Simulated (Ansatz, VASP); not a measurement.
InP3: VASP beside Ansatz

```
In P
1.0
     3.89116    2.24656    3.09971
    -3.89116    2.24656    3.09971
     0.00000   -4.49312    3.09971
In P
2 6
Direct
  0.27025 0.27025 0.27025
  0.72975 0.72975 0.72975
  0.79829 0.24470 0.79829
  0.79829 0.79829 0.24470
  0.24470 0.79829 0.79829
  0.20171 0.75530 0.20171
  0.75530 0.20171 0.20171
  0.20171 0.20171 0.75530
```

Change from the starting cell: strain +0.040 along x and y, -0.080 along z, atoms carried along.

Alike in both runs: task single point; functional r2SCAN; k mesh 6 × 6 × 6; occupations gaussian, width 0.15 eV; no spin polarisation.

```csv
,VASP,Ansatz
version,VASP 6.6.1,Ansatz 0.2.0
potentials or method,"VASP PAW PBE potentials, release 64 (In_d, P), cutoff 550 eV","scalar-relativistic, plane waves, PAW"
valence electrons in the cell,56,56
```

```tsv
	VASP	Ansatz	Ansatz less VASP
gap on the k mesh at the Fermi level (eV)	none	none	-
pressure (GPa)	-1.9	-1.6	+0.31
traceless stress, the component that is largest in VASP (GPa)	6.34	6.18	-0.162
rms of the force components (eV/Å)	0.231	0.223	-0.0086
```

VASP's potentials were made for PBE, not for r2SCAN. Atom by atom the forces differ by 0.040 eV/Å (rms over components). A gap of «none» marks a metal or a gap that the smearing closes.
